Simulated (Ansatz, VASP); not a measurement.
**Two plane-wave programs on GdO**

```xyz
2
Lattice="2.9759 0.0000 0.0000 0.0000 2.9759 0.0000 0.0000 0.0000 2.9759" Properties=species:S:1:pos:R:3 pbc="T T T"
Gd    0.0000    0.0000    0.0000
O     1.4879    1.4879    1.4879
```

Alike in both runs: task single point; functional PBE; k mesh 10 × 10 × 10; occupations gaussian, width 0.05 eV; collinear spin; Hubbard terms Gd f U = 6.0 eV.

```csv
,VASP,Ansatz
version,VASP 6.6.1,Ansatz 0.2.0
potentials or method,"VASP PAW PBE potentials, release 64 (Gd, O), cutoff 520 eV","scalar-relativistic, plane waves, PAW"
valence electrons in the cell,24,24
```

|  | VASP | Ansatz | Ansatz less VASP |
| --- | --- | --- | --- |
| gap on the k mesh at the Fermi level (eV) | none | none | - |
| pressure (GPa) | 8.4 | 8.6 | +0.21 |
| net moment per atom (μB) | 3.75 | 3.75 | +0.002 |
| size of the moment on the site where the two differ most (μB) | 7.11 | 7.16 | +0.047 |

Site moments also hang on the region over which each program counts them. The programs project onto different local orbitals, so the same U acts differently, and such runs can settle in different states. A gap of «none» marks a metal or a gap that the smearing closes. Ansatz's warnings: filled band counts differ across k points.

Neither program's run includes spin-orbit coupling.
